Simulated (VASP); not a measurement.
# Ta (I4/mmm) in VASP: a series of runs

Ta is run at these levels: PBE; tasks: single point.

Program: VASP 6.6.1. These are calculated values, not measurements. Logs are shortened: lines on timing, memory, paths and dates and some standing lists are left out, and cuts for length are marked.

**1. The cell of the first run**

The structure is tetragonal, space group I4/mmm (No. 139). Conventional cell: a = 3.303 Å, b = 3.303 Å, c = 3.179 Å, α = 90.00°, β = 90.00°, γ = 90.00°. Ta (site symmetry 4/mmm) has 14 Ta at 2.82 to 3.30 Å within 3.7 Å.

**2. Single point, PBE (strain -0.0375 x Voigt [0, 0, 1, 0, 0, 0])**

Contents of INCAR:

```
SYSTEM = Ta
ALGO     = Fast           ! electronic algorithm
EDIFF    = 1E-6           ! SCF threshold, eV
ENCUT    = 520            ! plane-wave cutoff, eV
GGA      = PE             ! functional
ISIF     = 2              ! what is computed and relaxed
ISMEAR   = 0              ! smearing method
LASPH    = .True.         ! aspherical terms in the spheres
LCHARG   = .False.        ! write CHGCAR
LREAL    = .False.        ! projectors in reciprocal space
LWAVE    = .False.        ! write WAVECAR
NBANDS   = 12             ! bands
NELM     = 80             ! most SCF steps
PREC     = Accurate       ! precision mode
SIGMA    = 0.15           ! smearing width, eV
```

Contents of KPOINTS:

```
k-points
0
Gamma
  20 20 20
  0 0 0
```

Contents of POSCAR:

```
Ta
1.0
   -1.6512800000      1.6512800000      1.5893570000
    1.6512800000     -1.6512800000      1.5893570000
    1.6512800000      1.6512800000     -1.5893570000
Ta
1
Direct
    0.0000000000      0.0000000000      0.0000000000
```

Potentials or basis: VASP PAW PBE potentials, release 64 (Ta_pv).

Launch:

```sh
$ cat potpaw_PBE.64/Ta_pv/POTCAR > POTCAR
$ mpirun -np 1 vasp_std > vasp.out
```

OUTCAR:

```text
SYSTEM = Ta
   EDIFF = 1E-6
   ENCUT = 520
   GGA = PE
   ISIF = 2
   ISMEAR = 0
   LASPH = .True.
   LREAL = .False.
   NELM = 80
   PREC = Accurate

 ion  position               nearest neighbor table
   1  0.000  0.000  0.000-

  LATTYP: Found a body centered tetragonal cell.
 ALAT       =     3.3025600000
 C/A-ratio  =     0.9625000000

  Lattice vectors:

 A1 = (  -1.6512800000,   1.6512800000,   1.5893570000)
 A2 = (   1.6512800000,  -1.6512800000,   1.5893570000)
 A3 = (   1.6512800000,   1.6512800000,  -1.5893570000)

Analysis of symmetry for initial positions (statically):
=====================================================================
 Subroutine PRICEL returns:
 Original cell was already a primitive cell.

 Routine SETGRP: Setting up the symmetry group for a
 body centered tetragonal supercell.

 Subroutine GETGRP returns: Found 16 space group operations
 (whereof 16 operations were pure point group operations)
 out of a pool of 16 trial point group operations.

The static configuration has the point symmetry D_4h.

Analysis of symmetry for dynamics (positions and initial velocities):
=====================================================================
 Subroutine PRICEL returns:
 Original cell was already a primitive cell.

 Routine SETGRP: Setting up the symmetry group for a
 body centered tetragonal supercell.

 Subroutine GETGRP returns: Found 16 space group operations
 (whereof 16 operations were pure point group operations)
 out of a pool of 16 trial point group operations.

The dynamic configuration has the point symmetry D_4h.

 Subroutine INISYM returns: Found 16 space group operations
 (whereof 16 operations are pure point group operations),
 and found     1 'primitive' translations

----------------------------------------------------------------------------------------

                                     Primitive cell

  volume of cell :      17.3350

  direct lattice vectors                    reciprocal lattice vectors
    -1.651280000  1.651280000  1.589357000     0.000000000  0.302795407  0.314592631
     1.651280000 -1.651280000  1.589357000     0.302795407  0.000000000  0.314592631
     1.651280000  1.651280000 -1.589357000     0.302795407  0.302795407  0.000000000

  length of vectors
     2.824802108  2.824802108  2.824802108     0.436638961  0.436638961  0.428217371

  position of ions in fractional coordinates (direct lattice)
     0.000000000  0.000000000  0.000000000

  ion indices of the primitive-cell ions
   primitive index   ion index
                 1           1

----------------------------------------------------------------------------------------

 KPOINTS: k-points

Automatic generation of k-mesh.
 Grid dimensions read from file:
 generate k-points for:   20   20   20

 Generating k-lattice:

  Cartesian coordinates                     Fractional coordinates (reciprocal lattice)
     0.000000000  0.015139770  0.015729632     0.050000000  0.000000000 -0.000000000
     0.015139770  0.000000000  0.015729632     0.000000000  0.050000000 -0.000000000
     0.015139770  0.015139770  0.000000000     0.000000000  0.000000000  0.050000000

  Length of vectors
     0.021831948  0.021831948  0.021410869

  Shift w.r.t. Gamma in fractional coordinates (k-lattice)
     0.000000000  0.000000000  0.000000000

 Subroutine IBZKPT returns following result:
 ===========================================

 Found    641 irreducible k-points:

 Following reciprocal coordinates:
            Coordinates               Weight
  0.000000  0.000000  0.000000      1.000000
  0.050000  0.000000 -0.000000      8.000000
  0.100000  0.000000 -0.000000      8.000000
  0.150000  0.000000 -0.000000      8.000000
  0.200000  0.000000 -0.000000      8.000000
  0.250000  0.000000 -0.000000      8.000000
[... 16 lines left out ...]
 -0.400000  0.050000  0.000000     16.000000
 -0.350000  0.050000  0.000000     16.000000
 [... further k-points ...]
   k-points           NKPTS =    641   k-points in BZ     NKDIM =    641   number of bands    NBANDS=     12
   number of dos      NEDOS =    301   number of ions     NIONS =      1
   total plane-waves  NPLWV =  13824
   dimension x,y,z NGX =    24 NGY =   24 NGZ =   24
   dimension x,y,z NGXF=    48 NGYF=   48 NGZF=   48
   ions per type =               1
   NGX,Y,Z   is equivalent  to a cutoff of  14.12, 14.12, 14.12 a.u.
   NGXF,Y,Z  is equivalent  to a cutoff of  28.25, 28.25, 28.25 a.u.
 SYSTEM =  Ta
   PREC   = accura    normal or accurate (medium, high low for compatibility)
   ISTART =      0    job   : 0-new  1-cont  2-samecut
   ICHARG =      2    charge: 1-file 2-atom 10-const
   ISPIN  =      1    spin polarized calculation?
   LNONCOLLINEAR =      F non collinear calculations
   LSORBIT =      F    spin-orbit coupling
   LASPH  =      T    aspherical Exc in radial PAW
   ENCUT  =  520.0 eV  38.22 Ry    6.18 a.u.   5.25  5.25  5.25*2*pi/ulx,y,z
   NELM   =     80;   NELMIN=  2; NELMDL= -5     # of ELM steps
   EDIFF  = 0.1E-05   stopping-criterion for ELM
   LREAL  =      F    real-space projection
   EDIFFG = 0.1E-04   stopping-criterion for IOM
   NSW    =      0    number of steps for IOM
   IBRION =     -1    ionic relax: 0-MD 1-quasi-New 2-CG
   NFREE  =      0    steps in history (QN), initial steepest desc. (CG)
   ISIF   =      2    stress and relaxation
   ISYM   =      2    0-nonsym 1-usesym 2-fastsym
   POTIM  = 0.5000    time-step for ionic-motion
   TEBEG  =    0.0;   TEEND  =   0.0 temperature during run
   PSTRESS=    0.0 pullay stress
   NELECT =      11.0000    total number of electrons
   NUPDOWN=      -1.0000    fix difference up-down
   EMIN   =  10.00;   EMAX   =-10.00  energy-range for DOS
   EFERMI =   0.00;   METHOD = LEGACY
   ISMEAR =     0;   SIGMA  =   0.15  broadening in eV -4-tet -1-fermi 0-gaus
   EFERMI_NEDOS =   21; number of points for ismear=-14 and -15
   IALGO  =     68    algorithm
   IMIX   =      4    mixing-type and parameters
     AMIX     =   0.40;   BMIX     =  1.00
     AMIX_MAG =   1.60;   BMIX_MAG =  1.00
  volume/ion in A,a.u.               =      17.33       116.98
  Fermi-wavevector in a.u.,A,eV,Ry     =   1.406797  2.658461 26.926988  1.979078
  Thomas-Fermi vector in A             =   2.529121
   LORBIT       =      0    0 simple, 1 ext, 2 COOP (PROOUT), +10 PAW based schemes
   GGA     = PE    functional components
   LHFCALC =     F    Hartree Fock is set to
   AEXX    =    0.0000 exact exchange contribution
   IVDW    =     0    specifies the selected vdW correction
   LEPSILON=     F    determine dielectric tensor
   LRPA    =     F    only Hartree local field effects (RPA)
 non-spin polarized calculation
 RMM-DIIS sequential band-by-band and
 Gauss-broadening in eV      SIGMA  =   0.15
  energy-cutoff  :      520.00
  volume of cell :       17.33
 maximum number of plane-waves:       482
 NGX is ok and might be reduce to    24
   NGX = 11   NGY = 11   NGZ = 11

 number of electron      11.0000000 magnetization

 Free energy of the ion-electron system (eV)
  ---------------------------------------------------
  ext. energy  EPLUGINS =         0.00000000
  ---------------------------------------------------
  free energy    TOTEN  =       -11.77888575 eV

  energy without entropy =      -11.76436552  energy(sigma->0) =      -11.77162564

 E-fermi :   5.7984     XC(G=0): -12.8150

 val. band max:        5.7968494294   @ k =  -0.2500   0.1000   0.0000
 cond. band min:       5.7986100909   @ k =   0.1500   0.0000  -0.0000
 fundamental gap:      0.0017606614
 Fermi energy:         5.7984279992

 k-point     1 :       0.0000    0.0000    0.0000
  band No.  band energies     occupation
      1     -27.1200      2.00000
      2     -27.1200      2.00000
      3     -27.1091      2.00000
      4      -2.2604      2.00000
      5       6.2035      0.00013
      6       6.7235      0.00000
      7       6.7235      0.00000
      8       9.5691      0.00000
      9      10.2918      0.00000
     10      20.7678      0.00000
     11      20.7678      0.00000
     12      21.4992      0.00000

 k-point     2 :       0.0500    0.0000   -0.0000
  band No.  band energies     occupation
      1     -27.1510      2.00000
      2     -27.1312      2.00000
      3     -27.1146      2.00000
      4      -2.1407      2.00000
      5       6.2101      0.00010
      6       6.6955      0.00000
      7       6.7505      0.00000
      8       9.5453      0.00000
      9      10.1872      0.00000
     10      20.9799      0.00000
     11      20.9836      0.00000
     12      21.7145      0.00000

 k-point     3 :       0.1000    0.0000   -0.0000
  band No.  band energies     occupation
      1     -27.2531      2.00000
      2     -27.1634      2.00000
      3     -27.1172      2.00000
      4      -1.7923      2.00000
      5       6.0905      0.00590
      6       6.5870      0.00000
      7       6.9856      0.00000
      8       9.4625      0.00000
      9       9.9981      0.00000
     10      21.4246      0.00000
     11      21.5974      0.00000
     12      22.4015      0.00000
[... 286 lines left out ...]
 k-point    23 :      -0.4000    0.0500    0.0000
  band No.  band energies     occupation
      1     -28.2549      2.00000
      2     -27.5029      2.00000
      3     -27.1499      2.00000
      4       1.2877      2.00000
      5       4.2907      2.00000
      6       6.2198      0.00007
      7       9.9978      0.00000
      8      10.6635      0.00000
      9      12.2488      0.00000
     10      18.9109      0.00000
     11      20.2717      0.00000
     12      20.6770      0.00000

 k-point    24 :      -0.3500    0.0500    0.0000
  band No.  band energies     occupation
      1     -28.1006      2.00000
      2     -27.4464      2.00000
      3     -27.1455      2.00000
      4       1.0425      2.00000
      5       4.5499      2.00000
      6       5.7252      1.51035
      7       9.7893      0.00000
      8      10.4184      0.00000
      9      11.0706      0.00000
     10      19.7795      0.00000
     11      20.6231      0.00000
     12      21.7543      0.00000

 [... further k-points ...]

------------------------ aborting loop because EDIFF is reached ----------------------------------------

  FORCE on cell =-STRESS in cart. coord.  units (eV):
  Direction    XX          YY          ZZ          XY          YZ          ZX
  --------------------------------------------------------------------------------------
  -------------------------------------------------------------------------------------
  Total        1.1180283      1.1180283      1.6536242      0.0000000      0.0000000      0.0000000
  in kB      103.3333435    103.3333435    152.8355930      0.0000000      0.0000000      0.0000000
  external PRESSURE =     119.8340933 kB  Pullay stress =       0.0000000 kB

 VOLUME and BASIS-vectors are now :
 -----------------------------------------------------------------------------
  energy-cutoff  :      520.00
  volume of cell :       17.33
      direct lattice vectors                 reciprocal lattice vectors
    -1.651280000  1.651280000  1.589357000     0.000000000  0.302795407  0.314592631
     1.651280000 -1.651280000  1.589357000     0.302795407  0.000000000  0.314592631
     1.651280000  1.651280000 -1.589357000     0.302795407  0.302795407  0.000000000

 POSITION                                       TOTAL-FORCE (eV/Angst)
 -----------------------------------------------------------------------------------
      0.00000      0.00000      0.00000         0.000000     -0.000000     -0.000000
 -----------------------------------------------------------------------------------
    total drift:                                0.000000      0.000000     -0.000000

  FREE ENERGIE OF THE ION-ELECTRON SYSTEM (eV)
  ---------------------------------------------------
  free  energy   TOTEN  =       -11.7788857508 eV

  energy  without entropy=      -11.7643655228  energy(sigma->0) =      -11.77162564
```

Run time: 37 s. Hardware: 1 thread of Intel Xeon 6975P-C (Granite Rapids), shared host; peak memory 0.24 GiB.

What came out:

```yaml
Free_energy: -11.7789 eV
Pressure: 12.0 GPa
Band_gap_on_the_k_mesh: zero (an odd number of electrons rules out a gap without spin polarisation)
```

Stress tensor (GPa, compression positive):
```
10.33  0.00  0.00
 0.00 10.33  0.00
 0.00  0.00 15.28
```

Levels at points of the mesh, in eV from the Fermi level:
```tsv
k point	band 4	band 5	band 6	band 7	band 8	band 9
(0.00, 0.00, 0.00)	-8.06	0.41	0.93	0.93	3.77	4.49
(0.50, 0.00, 0.00)	-4.54	-1.82	1.88	4.16	5.38	8.20
(0.50, 0.50, 0.00)	-4.56	-1.29	1.58	3.59	4.90	8.10
(0.50, 0.50, 0.50)	-4.09	-3.98	7.11	7.11	7.27	8.69
```

Caveat: the cell differs from its parent crystal (strain -0.0375 x Voigt [0, 0, 1, 0, 0, 0]); the cell stands under pressure; spin-orbit coupling is left out, which moves the levels of the heavy elements.

**3. Single point, PBE (strain +0.0375 x Voigt [0, 0, 1, 0, 0, 0])**

Contents of INCAR:

```
SYSTEM = Ta
ALGO = Fast
EDIFF = 1E-6
ENCUT = 520
GGA = PE
ISIF = 2
ISMEAR = 0
LASPH = .TRUE.
LCHARG = .FALSE.
LREAL = .FALSE.
LWAVE = .FALSE.
NBANDS = 12
NELM = 60
PREC = Accurate
SIGMA = 0.15
```

Contents of KPOINTS:

```
k-points
0
G
  20 20 20
  0 0 0
```

Contents of POSCAR:

```
Ta
1.0
   -1.6512800000      1.6512800000      1.7132030000
    1.6512800000     -1.6512800000      1.7132030000
    1.6512800000      1.6512800000     -1.7132030000
Ta
1
Direct
    0.0000000000      0.0000000000      0.0000000000
```

Potentials or basis: VASP PAW PBE potentials, release 64 (Ta_pv).

Launch:

```sh
$ cat potpaw_PBE.64/Ta_pv/POTCAR > POTCAR
$ mpirun -np 1 vasp_std > vasp.out
```

It took 39 s on 1 thread of Intel Xeon 6975P-C (Granite Rapids), shared host; peak memory 0.25 GiB.

It converged, with:

* Free energy: -11.8102 eV
* Pressure: -3.8 GPa
* Band gap on the k mesh: zero (an odd number of electrons rules out a gap without spin polarisation)

Stress tensor (GPa, compression positive):
```
-2.57  0.00  0.00
 0.00 -2.57  0.00
 0.00  0.00 -6.33
```

Levels at points of the mesh, in eV from the Fermi level:
| k point | band 4 | band 5 | band 6 | band 7 | band 8 | band 9 |
| --- | --- | --- | --- | --- | --- | --- |
| (0.00, 0.00, 0.00) | -7.78 | 0.60 | 0.60 | 1.03 | 3.56 | 4.15 |
| (0.50, 0.00, 0.00) | -4.23 | -1.28 | 1.34 | 3.45 | 4.71 | 7.39 |
| (0.50, 0.50, 0.00) | -4.20 | -1.74 | 1.60 | 4.12 | 4.92 | 7.50 |
| (0.50, 0.50, 0.50) | -3.65 | -3.54 | 6.44 | 6.58 | 6.58 | 7.71 |

Caveat: the cell differs from its parent crystal (strain +0.0375 x Voigt [0, 0, 1, 0, 0, 0]); the cell stands under tension; spin-orbit coupling is left out, which moves the levels of the heavy elements.
